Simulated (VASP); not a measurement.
Here is a VASP 6.6.1 calculation.

File INCAR:

```
SYSTEM = H13O6F
ALGO     = Normal         ! electronic algorithm
EDIFF    = 1E-7           ! SCF threshold, eV
ENCUT    = 520            ! plane-wave cutoff, eV
ISIF     = 2              ! what is computed and relaxed
ISMEAR   = -1             ! smearing method
LASPH    = .True.         ! aspherical terms in the spheres
LCHARG   = .False.        ! write CHGCAR
LREAL    = Auto         
LWAVE    = .False.        ! write WAVECAR
NBANDS   = 44             ! bands
NELM     = 80             ! most SCF steps
PREC     = Accurate       ! precision mode
SIGMA    = 0.02           ! smearing width, eV
```

Contents of KPOINTS:

```
k-points
0
Gamma
  1 1 1
  0 0 0
```

POSCAR

```
H13O6F
1.0
    5.4381120000     -0.3814650000     -0.5904590000
   -0.3814650000      5.5840160000      0.2239900000
   -0.5904590000      0.2239900000      5.9297390000
O H F
6 13 1
Direct
    0.1627390948      0.5454951105      0.8805118258
    0.1334998916      0.0935287600      0.3333159698
    0.3382150826      0.7551699669      0.5425958240
    0.8962676742      0.3267441310      0.5605174017
    0.4736165303      0.4510933379      0.2694571795
    0.6620067628      0.0136381816      0.7749300660
    0.4086292697      0.5070271528      1.0983973861
    0.2673319303      0.6434558666      0.7741859911
    0.2898314050      0.2310115911      0.3245150040
    0.0371459119      0.0002393381      0.2010509280
    0.2353649663      0.8916194005      0.4757645376
    0.5503146345      0.8997229658      0.6565397367
    1.0020129573      0.4379339878      0.6772734407
    0.9963836304      0.2325730949      0.4754390766
    0.3883874792      0.6711574262      0.4286013821
    0.6680167738      0.4544116678      0.3329746633
    0.7610922460     -0.1196186162      0.9079973234
    0.7707112473      0.1520756233      0.7031860885
    1.0560383068      0.6450314088      0.9499350203
    0.9019003213      0.7872174894      1.0782104097
```

Potentials or basis: VASP PAW LDA potentials, release 64 (O, H, F).

Run with:

```sh
$ cat potpaw_LDA.64/O/POTCAR potpaw_LDA.64/H/POTCAR potpaw_LDA.64/F/POTCAR > POTCAR
$ mpirun -np 1 vasp_gam > vasp.out
```

(1) Predict the band gap on the k mesh.

(2) Estimate the pressure.

(3) Estimate the largest force.

## Answers

(1) 5.15 eV.

(2) 0.0 GPa.

(3) 2.459 eV/Å.

Caveat: the k points lie up to 1.18 Å⁻¹ apart.
